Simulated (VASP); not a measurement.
# FeGe (zincblende type) (F-43m) in VASP: a series of runs

The runs below take FeGe (zincblende type) through single point, relaxation of cell and atoms, with PBE.

All numbers are computed with VASP 6.6.1; they aren't measurements. Logs are shortened: lines on timing, memory, paths and dates and some standing lists are left out, and cuts for length are marked.

### Step 1. The cell of the first run

Symmetry: F-43m, No. 216, cubic system. Conventional cell: a = 4.104 Å, b = 4.104 Å, c = 4.104 Å, α = 90.00°, β = 90.00°, γ = 90.00°. Within 2.4 Å of Fe (site symmetry -43m) lie 4 Ge at 1.78 Å. Within 2.4 Å of Ge (site symmetry -43m) lie 4 Fe at 1.78 Å.

### Step 2. Single point, PBE, collinear spin, ferromagnetic start

Contents of INCAR:

```
SYSTEM = FeGe
PREC     = Accurate       ! precision mode
ENCUT    = 520            ! plane-wave cutoff, eV
EDIFF    = 1E-6           ! SCF threshold, eV
ISMEAR   = -1             ! smearing method
SIGMA    = 0.05           ! smearing width, eV
LREAL    = .FALSE.        ! projectors in reciprocal space
LASPH    = .TRUE.         ! aspherical terms in the spheres
NELM     = 150            ! most SCF steps
ALGO     = Normal         ! electronic algorithm
ISIF     = 2              ! what is computed and relaxed
LWAVE    = .FALSE.        ! write WAVECAR
LCHARG   = .FALSE.        ! write CHGCAR
ISPIN    = 2              ! spin polarisation
MAGMOM   = 2.5 0          ! initial moments
LORBIT   = 11             ! projections on sites
LMAXMIX  = 4              ! l up to which the mixer works
GGA      = PE             ! functional
NBANDS   = 22             ! bands
```

Contents of KPOINTS:

```
Automatic mesh
0
G
  15 15 15
  0 0 0
```

Contents of POSCAR:

```
FeGe
1.0
    0.0000000000      2.0522114564      2.0522114564
    2.0522114564      0.0000000000      2.0522114564
    2.0522114564      2.0522114564      0.0000000000
Fe Ge
1 1
Direct
    0.0000000000      0.0000000000      0.0000000000
    0.2500000000      0.2500000000      0.2500000000
```

Potentials or basis: VASP PAW PBE potentials, release 64 (Fe, Ge_d).

Command:

```console
cat potpaw_PBE.64/Fe/POTCAR potpaw_PBE.64/Ge_d/POTCAR > POTCAR
mpirun -np 1 vasp_std > vasp.out
```

OUTCAR:

```text
SYSTEM = FeGe
   PREC = Accurate
   ENCUT = 520
   EDIFF = 1E-6
   ISMEAR = -1
   LREAL = .FALSE.
   LASPH = .TRUE.
   NELM = 150
   ISIF = 2
   ISPIN = 2
   LORBIT = 11
   GGA = PE

 ion  position               nearest neighbor table
   1  0.000  0.000  0.000-   2 1.78   2 1.78   2 1.78   2 1.78
   2  0.250  0.250  0.250-   1 1.78   1 1.78   1 1.78   1 1.78

  LATTYP: Found a face centered cubic cell.
 ALAT       =     4.1044229128

  Lattice vectors:

 A1 = (   0.0000000000,   2.0522114564,   2.0522114564)
 A2 = (   2.0522114564,   0.0000000000,   2.0522114564)
 A3 = (   2.0522114564,   2.0522114564,   0.0000000000)

Analysis of symmetry for initial positions (statically):
=====================================================================
 Subroutine PRICEL returns:
 Original cell was already a primitive cell.

 Routine SETGRP: Setting up the symmetry group for a
 face centered cubic supercell.

 Subroutine GETGRP returns: Found 24 space group operations
 (whereof 24 operations were pure point group operations)
 out of a pool of 48 trial point group operations.

The static configuration has the point symmetry T_d .

Analysis of symmetry for dynamics (positions and initial velocities):
=====================================================================
 Subroutine PRICEL returns:
 Original cell was already a primitive cell.

 Routine SETGRP: Setting up the symmetry group for a
 face centered cubic supercell.

 Subroutine GETGRP returns: Found 24 space group operations
 (whereof 24 operations were pure point group operations)
 out of a pool of 48 trial point group operations.

The dynamic configuration has the point symmetry T_d .

Analysis of structural, dynamic, and magnetic symmetry:
=====================================================================
 Subroutine PRICEL returns:
 Original cell was already a primitive cell.

 Routine SETGRP: Setting up the symmetry group for a
 face centered cubic supercell.

 Subroutine GETGRP returns: Found 24 space group operations
 (whereof 24 operations were pure point group operations)
 out of a pool of 48 trial point group operations.

The overall configuration has the point symmetry T_d .

 Subroutine INISYM returns: Found 24 space group operations
 (whereof 24 operations are pure point group operations),
 and found     1 'primitive' translations

----------------------------------------------------------------------------------------

                                     Primitive cell

  volume of cell :      17.2861

[... 107 lines left out ...]
     AMIX     =   0.40;   BMIX     =  1.00
     AMIX_MAG =   1.60;   BMIX_MAG =  1.00
  volume/ion in A,a.u.               =       8.64        58.33
  Fermi-wavevector in a.u.,A,eV,Ry     =   1.774123  3.352606 42.824485  3.147511
  Thomas-Fermi vector in A             =   2.840179
   LORBIT       =     11    0 simple, 1 ext, 2 COOP (PROOUT), +10 PAW based schemes
   GGA     = PE    functional components
   LHFCALC =     F    Hartree Fock is set to
   AEXX    =    0.0000 exact exchange contribution
   IVDW    =     0    specifies the selected vdW correction
   LEPSILON=     F    determine dielectric tensor
   LRPA    =     F    only Hartree local field effects (RPA)
 spin polarized calculation
  energy-cutoff  :      520.00
  volume of cell :       17.29
 maximum number of plane-waves:       487
 NGX is ok and might be reduce to    24
   NGX = 11   NGY = 11   NGZ = 11

 number of electron      22.0000007 magnetization      -0.0058265

 number of electron      22.0000007 magnetization       0.0001460

 Free energy of the ion-electron system (eV)
  ---------------------------------------------------
  ext. energy  EPLUGINS =         0.00000000
  ---------------------------------------------------
  free energy    TOTEN  =         0.56470128 eV

  energy without entropy =        0.56473392  energy(sigma->0) =        0.56471760

 E-fermi :  13.0196     XC(G=0): -14.9442

 val. band max:       12.6360861435   @ k =  -0.3333   0.4000   0.2000
 cond. band min:      13.4106402791   @ k =  -0.4000   0.2667   0.0667
 fundamental gap:      0.7745541356
 Fermi energy:        13.0195816398

 spin component 1

 k-point     1 :       0.0000    0.0000    0.0000
  band No.  band energies     occupation
      1     -12.2883      1.00000
      2     -12.2883      1.00000
      3     -12.2741      1.00000
      4     -12.2741      1.00000
      5     -12.2741      1.00000
      6      -2.4575      1.00000
[... 589 lines left out ...]
     21      36.6012      0.00000
     22      37.9321      0.00000

 [... further k-points ...]

 spin component 2

 k-point     1 :       0.0000    0.0000    0.0000
  band No.  band energies     occupation
      1     -12.2884      1.00000
      2     -12.2884      1.00000
      3     -12.2741      1.00000
      4     -12.2741      1.00000
      5     -12.2741      1.00000
      6      -2.4575      1.00000
[... 589 lines left out ...]
     21      36.6012      0.00000
     22      37.9320      0.00000

 [... further k-points ...]
[... 5 lines left out ...]
  --------------------------------------------------------------------------------------
  -------------------------------------------------------------------------------------
  Total       39.0445896     39.0445896     39.0445896     -0.0000000     -0.0000000      0.0000000
  in kB     3618.8878639   3618.8878639   3618.8878639     -0.0000000     -0.0000000      0.0000000
  external PRESSURE =    3618.8878639 kB  Pullay stress =       0.0000000 kB

 VOLUME and BASIS-vectors are now :
 -----------------------------------------------------------------------------
  energy-cutoff  :      520.00
  volume of cell :       17.29
      direct lattice vectors                 reciprocal lattice vectors
     0.000000000  2.052211456  2.052211456    -0.243639611  0.243639611  0.243639611
     2.052211456  0.000000000  2.052211456     0.243639611 -0.243639611  0.243639611
     2.052211456  2.052211456  0.000000000     0.243639611  0.243639611 -0.243639611

 POSITION                                       TOTAL-FORCE (eV/Angst)
 -----------------------------------------------------------------------------------
      0.00000      0.00000      0.00000        -0.000000      0.000000      0.000000
      1.02611      1.02611      1.02611         0.000000     -0.000000     -0.000000
 -----------------------------------------------------------------------------------
    total drift:                               -0.000005     -0.000005     -0.000004

  FREE ENERGIE OF THE ION-ELECTRON SYSTEM (eV)
  ---------------------------------------------------
  free  energy   TOTEN  =         0.5647012846 eV

  energy  without entropy=        0.5647339240  energy(sigma->0) =        0.56471760

 total charge

# of ion       s       p       d       tot
------------------------------------------
    1        0.718   0.997   8.064   9.779
    2        1.367   1.975  10.595  13.937
--------------------------------------------------
tot          2.085   2.972  18.659  23.716

 magnetization (x)

# of ion       s       p       d       tot
------------------------------------------
    1        0.000   0.000  -0.000   0.000
    2        0.000   0.000  -0.000   0.000
--------------------------------------------------
tot          0.000   0.000  -0.000   0.000
```

It took 72 s on 1 thread of AMD EPYC 9R45 (Zen 5), shared host; peak memory 0.17 GiB.

Results:

- Free energy: 0.5647 eV
- Pressure: 361.9 GPa
- Band gap on the k mesh: 0.77 eV (least direct gap 0.97 eV)
- Net moment: 0.00 μB per cell

Levels at points of the mesh, in eV from the valence-band top:
Spin up:
```csv
k point,band 8,band 9,band 10,band 11,band 12,band 13,band 14,band 15
"(0.00, 0.00, 0.00)",-3.99,-3.99,-1.01,-1.01,13.22,13.22,13.22,14.75
```
Spin down:
| k point | band 7 | band 8 | band 9 | band 10 | band 11 | band 12 | band 13 | band 14 | band 15 | band 16 |
| --- | --- | --- | --- | --- | --- | --- | --- | --- | --- | --- |
| (0.00, 0.00, 0.00) | -3.99 | -3.99 | -3.99 | -1.01 | -1.01 | 13.22 | 13.22 | 13.22 | 14.75 | 15.46 |

Caveat: atoms lie so close that the PAW spheres overlap strongly, which falsifies energies and pressures; the cell stands under pressure; an odd mesh through Γ misses points on the zone boundary, where band edges can lie.

[end of part 1 of 2]
